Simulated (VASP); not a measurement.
Pb:

```xyz
2
Lattice="3.4564 0.0000 0.0000 -1.7282 2.9933 0.0000 0.0000 0.0000 5.5994" Properties=species:S:1:pos:R:3 pbc="T T T"
Pb    0.0000    1.9956    1.3998
Pb    1.7282    0.9978    4.1995
```

This isn't the form of Pb at room conditions, which is fcc.

```yaml
Program: VASP 6.6.1
Task: relaxation of cell and atoms
Functional: LDA
Potentials_or_basis: VASP PAW LDA potentials, release 64 (Pb_d)
Cutoff: 500 eV
k_mesh: 14 × 14 × 8
Occupations: fermi-dirac, width 0.05 eV
Spin: no spin polarisation
```

At the start: pressure -0.1 GPa; volume 28.97 Å³/atom.

Question: Where does the relaxation end?

Answer: Over 7 steps the energy falls by 3.1 meV/atom and the volume is 28.87 Å³/atom (-0.3 %); space group P6_3/mmc (No. 194, to 0.1 Å) before and after.

The path:
| step | energy change (eV) | largest force (eV/Å) | pressure (GPa) | volume (Å³) |
| --- | --- | --- | --- | --- |
| 1 | 0.0000 | 0.0000 | -0.07 | 57.93 |
| 2 | -0.0041 | 0.0000 | -0.02 | 57.83 |
| 3 | -0.0062 | 0.0000 | 0.06 | 57.69 |
| 4 | -0.0062 | 0.0000 | 0.05 | 57.68 |
| 5 | -0.0062 | 0.0000 | 0.06 | 57.67 |
| 6 | -0.0062 | 0.0000 | -0.03 | 57.78 |
| 7 | -0.0062 | 0.0000 | 0.00 | 57.74 |

Final structure:
```
Pb
1.0
     3.41656    0.00000    0.00000
    -1.70828    2.95883    0.00000
     0.00000    0.00000    5.71204
Pb
2
Direct
  0.33333 0.66667 0.25000
  0.66667 0.33333 0.75000
```
